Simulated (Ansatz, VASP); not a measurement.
**TiO2 in VASP and in Ansatz**

```
CELL_PARAMETERS angstrom
4.59125 0.00000 0.00000
0.00000 4.59125 0.20087
0.00000 0.12858 2.93899
ATOMIC_POSITIONS crystal
Ti 0.00000 0.00000 0.00000
Ti 0.50000 0.50000 0.50000
O 0.30444 0.30444 0.00000
O 0.19556 0.80444 0.50000
O 0.69556 0.69556 0.00000
O 0.80444 0.19556 0.50000
```

Change from the starting cell: strain +0.0875 x Voigt [0, 0, 0, 1, 0, 0], atoms carried along.

Alike in both runs: task single point; functional PBEsol; k mesh 6 × 6 × 10; occupations gaussian, width 0.05 eV; no spin polarisation.

```csv
,VASP,Ansatz
version,VASP 6.6.1,Ansatz 0.2.0
potentials or method,"VASP PAW PBE potentials, release 64 (Ti_sv, O), cutoff 520 eV","scalar-relativistic, plane waves, PAW"
valence electrons in the cell,48,48
```

|  | VASP | Ansatz | Ansatz less VASP |
| --- | --- | --- | --- |
| gap on the k mesh at the Fermi level (eV) | 1.79 | 1.82 | +0.028 |
| least direct gap on the mesh (eV) | 1.86 | 1.88 | +0.028 |
| pressure (GPa) | 2.4 | 1.8 | -0.68 |
| traceless stress, the component that is largest in VASP (GPa) | -12.97 | -12.84 | +0.136 |
| rms of the force components (eV/Å) | 0.255 | 0.241 | -0.0132 |

VASP's potentials were made for PBE, not for PBEsol. Atom by atom the forces differ by 0.016 eV/Å (rms over components). With one functional, cell and mesh, what is left measures potentials, basis and numerics.
